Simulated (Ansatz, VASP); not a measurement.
**One calculation of EuSb, two programs**

File INCAR:

```
PREC     = Accurate       # precision mode
ENCUT    = 520            # plane-wave cutoff, eV
EDIFF    = 1E-7           # SCF threshold, eV
ISMEAR   = 0              # smearing method
SIGMA    = 0.05           # smearing width, eV
LREAL    = False          # projectors in reciprocal space
LASPH    = True           # aspherical terms in the spheres
NELM     = 150            # most SCF steps
ALGO     = Normal         # electronic algorithm
ISIF     = 2              # what is computed and relaxed
LWAVE    = False          # write WAVECAR
LCHARG   = False          # write CHGCAR
ISPIN    = 2              # spin polarisation
MAGMOM   = 7.44 7.44 0 0  # initial moments
LORBIT   = 11             # projections on sites
LMAXMIX  = 6              # l up to which the mixer works
GGA      = PE             # functional
NBANDS   = 34             # bands
```

Contents of KPOINTS:

```
regular mesh
0
Gamma
  6 6 3
```

POSCAR

```
EuSb
1.0
    3.9368130233      0.0000000000      0.0000000000
    0.0000000000      3.9368130233      0.0000000000
    0.0000000000      0.0000000000      7.8736260466
Eu Sb
2 2
Direct
    0.0000000000      0.0000000000      0.0000000000
    0.0000000000      0.0000000000      0.5000000000
    0.5000000000      0.5000000000      0.2500000000
    0.5000000000      0.5000000000      0.7500000000
```

Input for Ansatz:

```yaml
crystal:
  lattice:
    - [3.9368130233, 0.0, 0.0]
    - [0.0, 3.9368130233, 0.0]
    - [0.0, 0.0, 7.8736260466]
  atoms:
    - { symbol: Eu, position: [0.0, 0.0, 0.0], spin: 7.44 }
    - { symbol: Sb, position: [0.5, 0.5, 0.25] }
    - { symbol: Eu, position: [0.0, 0.0, 0.5], spin: 7.44 }
    - { symbol: Sb, position: [0.5, 0.5, 0.75] }
basis:
  ecutwfc: 420
  ecutrho_ratio: 4
kpoints:
  mp_grid: { grid: [6, 6, 3] }
hamiltonian:
  xc: pbe
scf:
  occupations: { method: gaussian, width: 0.05 }
output:
  forces: true
  stress: true
  eigenvalues: true
  populations: true
magnetization:
  spin_polarized: true
```

Alike in both runs: task single point; functional PBE; k mesh 6 × 6 × 3; occupations gaussian, width 0.05 eV; collinear spin.

|  | VASP | Ansatz |
| --- | --- | --- |
| version | VASP 6.6.1 | Ansatz 0.2.0 |
| potentials or method | VASP PAW PBE potentials, release 64 (Eu, Sb), cutoff 520 eV | scalar-relativistic, plane waves, PAW |
| valence electrons in the cell | 44 | 64 |

```csv
,VASP,Ansatz,Ansatz less VASP
gap on the k mesh at the Fermi level (eV),none,none,-
pressure (GPa),0.0,0.2,+0.19
net moment per atom (μB),3.42,3.42,+0.003
size of the moment on the site where the two differ most (μB),6.54,6.78,+0.241
```

Site moments also hang on the region over which each program counts them. A gap of «none» marks a metal or a gap that the smearing closes. VASP's potentials hold 44 valence electrons a cell and Ansatz's 64, so a difference there can come from the potentials and not from the codes. Ansatz's warnings: given moment on shells.

Spin-orbit coupling is off throughout.
